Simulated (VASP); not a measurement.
A run of VASP 6.6.1 is set up as follows.

Contents of POSCAR:

```
Si
1.0
    2.5321100000      0.0000000000      0.0000000000
    0.0000000000      2.5321100000      0.0000000000
    0.0000000000      0.0000000000      2.5321100000
Si
1
Direct
    0.5000000000      0.5000000000      0.5000000000
```

Contents of INCAR.step1:

```
SYSTEM = Si
PREC     = Accurate       ! precision mode
ENCUT    = 600            ! plane-wave cutoff, eV
EDIFF    = 1E-5           ! SCF threshold, eV
ISMEAR   = -1             ! smearing method
SIGMA    = 0.05           ! smearing width, eV
LREAL    = .False.        ! projectors in reciprocal space
LASPH    = .True.         ! aspherical terms in the spheres
NELM     = 80             ! most SCF steps
ALGO     = Normal         ! electronic algorithm
LWAVE    = .True.         ! write WAVECAR
LCHARG   = .False.        ! write CHGCAR
GGA      = PE             ! functional
NBANDS   = 8              ! bands
```

INCAR.step2

```
SYSTEM = Si
PREC     = Accurate       ! precision mode
ENCUT    = 600            ! plane-wave cutoff, eV
EDIFF    = 1E-6           ! SCF threshold, eV
ISMEAR   = -1             ! smearing method
SIGMA    = 0.05           ! smearing width, eV
LREAL    = .False.        ! projectors in reciprocal space
LASPH    = .True.         ! aspherical terms in the spheres
NELM     = 80             ! most SCF steps
ALGO     = Normal         ! electronic algorithm
ISIF     = 3              ! what is computed and relaxed
LWAVE    = .False.        ! write WAVECAR
LCHARG   = .False.        ! write CHGCAR
GGA      = PE             ! functional
LHFCALC  = .True.         ! exact exchange
AEXX     = 0.25           ! exact-exchange fraction
PRECFOCK = Normal       
IBRION   = 2              ! ionic algorithm
NSW      = 60             ! ionic steps
EDIFFG   = -0.01          ! ionic threshold
ISTART   = 1
```

Contents of KPOINTS:

```
regular mesh
0
Gamma
  5 5 5
  0 0 0
```

Potentials or basis: VASP PAW PBE potentials, release 64 (Si).

Launch:

```bash
$ cat potpaw_PBE.64/Si/POTCAR > POTCAR
$ cp INCAR.step1 INCAR
$ mpirun -np 1 vasp_std > vasp.out
$ cp INCAR.step2 INCAR
$ mpirun -np 1 vasp_std > vasp.out
```

(1) Predict the relaxed cell.

(2) Predict the band gap on the k mesh.

(3) Predict the space group after relaxing (to 0.05 Å).

(4) Predict the relaxed volume.

## Answers

(1) a = 2.538 Å, b = 2.538 Å, c = 2.538 Å, α = 90.00°, β = 90.00°, γ = 90.00°.

(2) zero (band 2 reaches 16.80 eV, above the bottom of band 3 at 6.39 eV).

(3) Pm-3m (No. 221).

(4) 16.35 Å³/atom.

Caveat: the k points lie up to 0.50 Å⁻¹ apart in the final cell; the PAW data sets were made with another functional, which shifts forces and pressure a little.
